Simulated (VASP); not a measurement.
Input of a VASP 6.6.1 run:

The input POSCAR:

```
TaN
1.0
    0.0000000000      2.1790013100      2.1790013100
    2.1790013100      0.0000000000      2.1790013100
    2.1790013100      2.1790013100      0.0000000000
Ta N
1 1
Direct
    0.5000000000      0.5000000000      0.5000000000
    0.0000000000      0.0000000000      0.0000000000
```

File INCAR.step1:

```
SYSTEM = TaN
ALGO = Normal ; EDIFF = 1E-5
ENCUT = 770 ; GGA = PE
GGA_COMPAT = .FALSE. ; ISMEAR = 0
ISPIN = 2 ; LASPH = .TRUE.
LCHARG = .FALSE. ; LDAU = .TRUE.
LDAUJ = 0 0 ; LDAUL = 2 -1
LDAUTYPE = 2 ; LDAUU = 2 0
LMAXMIX = 4 ; LREAL = .FALSE.
LWAVE = .TRUE. ; MAGMOM = 2 0
NBANDS = 20 ; NELM = 200
PREC = Accurate ; SIGMA = 0.05
```

Contents of INCAR.step2:

```
SYSTEM = TaN
ALGO = Normal ; EDIFF = 1E-6
ENCUT = 770 ; GGA_COMPAT = .FALSE.
ISIF = 2 ; ISMEAR = 0
ISPIN = 2 ; ISTART = 1
LASPH = .TRUE. ; LCHARG = .FALSE.
LDAU = .TRUE. ; LDAUJ = 0 0
LDAUL = 2 -1 ; LDAUPRINT = 1
LDAUTYPE = 2 ; LDAUU = 2 0
LMAXMIX = 4 ; LMIXTAU = .TRUE.
LORBIT = 11 ; LREAL = .FALSE.
LWAVE = .FALSE. ; MAGMOM = 2 0
METAGGA = R2SCAN ; NBANDS = 20
NELM = 200 ; PREC = Accurate
SIGMA = 0.05
```

KPOINTS

```
k-points
0
G
  7 7 7
  0 0 0
```

Potentials or basis: VASP PAW PBE potentials, release 64 (Ta_sv_GW, N).

Command:

```sh
$ cat potpaw_PBE.64/Ta_sv_GW/POTCAR potpaw_PBE.64/N/POTCAR > POTCAR
$ cp INCAR.step1 INCAR
$ mpirun -np 1 vasp_std > vasp.out
$ cp INCAR.step2 INCAR
$ mpirun -np 1 vasp_std > vasp.out
```

Question: What does it give for the net moment?

Answer: 0.00 μB per cell.

Question: What does it give for the band gap on the k mesh?

Answer: Zero (filled and empty bands overlap).

Eigenvalues of the final occupation matrices:
```tsv
site	spin	trace	eigenvalues
site 1 d	1	1.18	0.20 0.20 0.26 0.26 0.26
site 1 d	2	1.18	0.20 0.20 0.26 0.26 0.26
```

Caveat: spin-orbit coupling is left out, which moves the levels of the heavy elements.
